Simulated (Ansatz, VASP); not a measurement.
AlN: VASP beside Ansatz

POSCAR

```
AlN
1.0
    2.9824260097      0.0000000000      0.0000000000
   -1.4912130049      2.5828566893      0.0000000000
    0.0000000000      0.0000000000      4.7794478898
Al N
2 2
Direct
    0.3333333333      0.6666666667     -0.0036428645
    0.6666666667      0.3333333333      0.4963571355
    0.3333333333      0.6666666667      0.3786428645
    0.6666666667      0.3333333333      0.8786428645
```

INCAR.step1

```
SYSTEM = AlN
PREC = Accurate
ENCUT = 520
ISMEAR = 0
SIGMA = 0.01
LREAL = .False.
LASPH = .True.
NELM = 60
NBANDS = 16
GGA = PE
ALGO = Normal
EDIFF = 1E-4
LWAVE = .True.
LCHARG = .False.
```

File INCAR.step2:

```
SYSTEM = AlN
PREC = Accurate
ENCUT = 520
EDIFF = 1E-6
ISMEAR = 0
SIGMA = 0.01
LREAL = .False.
LASPH = .True.
NELM = 60
ALGO = Normal
ISIF = 2
LWAVE = .False.
LCHARG = .False.
METAGGA = R2SCAN
LMIXTAU = .True.
NBANDS = 16
ISTART = 1
```

KPOINTS

```
Automatic mesh
0
Gamma
  12 12 6
  0 0 0
```

Input for Ansatz:

```yaml
crystal:
  lattice:
    - [2.9824260097, 0.0, 0.0]
    - [-1.4912130049, 2.5828566893, 0.0]
    - [0.0, 0.0, 4.7794478898]
  atoms:
    - { symbol: Al, position: [0.3333333333, 0.6666666667, -0.0036428645] }
    - { symbol: Al, position: [0.6666666667, 0.3333333333, 0.4963571355] }
    - { symbol: "N", position: [0.3333333333, 0.6666666667, 0.3786428645] }
    - { symbol: "N", position: [0.6666666667, 0.3333333333, 0.8786428645] }
kpoints:
  mp_grid: { grid: [12, 12, 6] }
  band_path:
    path:
      - [0.0, 0.0, 0.0]
      - [0.5, 0.0, 0.0]
      - [0.3333333333, 0.3333333333, 0.0]
      - [0.0, 0.0, 0.5]
      - [0.5, 0.0, 0.5]
      - [0.3333333333, 0.3333333333, 0.5]
    npoints: 1
hamiltonian:
  xc: r2scan
scf:
  occupations: { method: fixed }
  n_extra_bands: 5
output:
  forces: true
  stress: true
  eigenvalues: true
```

Change from the starting cell: hydrostatic strain -4.0%.

Alike in both runs: task single point; functional r2SCAN; k mesh 12 × 12 × 6; no spin polarisation.

|  | VASP | Ansatz |
| --- | --- | --- |
| version | VASP 6.6.1 | Ansatz 0.2.0 |
| potentials or method | VASP PAW PBE potentials, release 64 (Al, N) | plane waves, PAW |
| plane-wave cutoff (eV) | 520 | 500 |
| occupations | gaussian, width 0.01 eV | fixed |
| valence electrons in the cell | 16 | 16 |

```csv
,VASP,Ansatz,Ansatz less VASP
gap on the k mesh at the Fermi level (eV),5.76,5.77,+0.012
pressure (GPa),32.4,32.6,+0.16
"traceless stress, the component that is largest in VASP (GPa)",-2.17,-2.14,+0.031
```

VASP's potentials were made for PBE, not for r2SCAN. Both programs put the cell under a high pressure, so it lies far from rest at this level.
